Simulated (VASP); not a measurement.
Set up this calculation in VASP 6.6.1, as the native input.

```yaml
Task: single point
Functional: PBE
Potentials_or_basis: VASP PAW PBE potentials, release 64 (As, Ga_d)
Cutoff: 520 eV
k_mesh: 4 × 4 × 4
Occupations: fermi-dirac, width 0.04 eV
Spin: no spin polarisation
Dipole_correction: no
Further_INCAR_settings: ALGO = Normal; EDIFF = 1e-07; NBANDS = 16
```

The structure of GaAs lies in POSCAR:

```
GaAs
1.0
    0.0000000000      2.8268500000      2.8268500000
    2.8268500000      0.0000000000      2.8268500000
    2.8268500000      2.8268500000      0.0000000000
As Ga
1 1
Direct
    0.7500000000      0.7500000000      0.7500000000
    0.0000000000      0.0000000000      0.0000000000
```

These files were run (other wordings do the same):

INCAR

```
  PREC = Accurate
  ENCUT = 520
  EDIFF = 1E-7
  ISMEAR = -1
  SIGMA = 0.04
  LREAL = False
  LASPH = True
  NELM = 60
  ALGO = Normal
  ISIF = 2
  LWAVE = False
  LCHARG = True
  GGA = PE
  LELF = True
  LVHAR = True
  NBANDS = 16
```

KPOINTS

```
Automatic mesh
0
Gamma
  4 4 4
```

Potentials or basis: VASP PAW PBE potentials, release 64 (As, Ga_d).

Command:

```bash
$ cat potpaw_PBE.64/As/POTCAR potpaw_PBE.64/Ga_d/POTCAR > POTCAR
$ mpirun -np 1 vasp_std > vasp.out
```

It gave:

| Quantity | Value |
| --- | --- |
| Pressure | 3.7 GPa |
| Band gap on the k mesh | 0.51 eV |

Caveat: the k points lie up to 0.48 Å⁻¹ apart.

It took 9.7 s on 1 thread of Intel Xeon 8259CL, with other jobs on the host, peak memory 0.16 GiB.
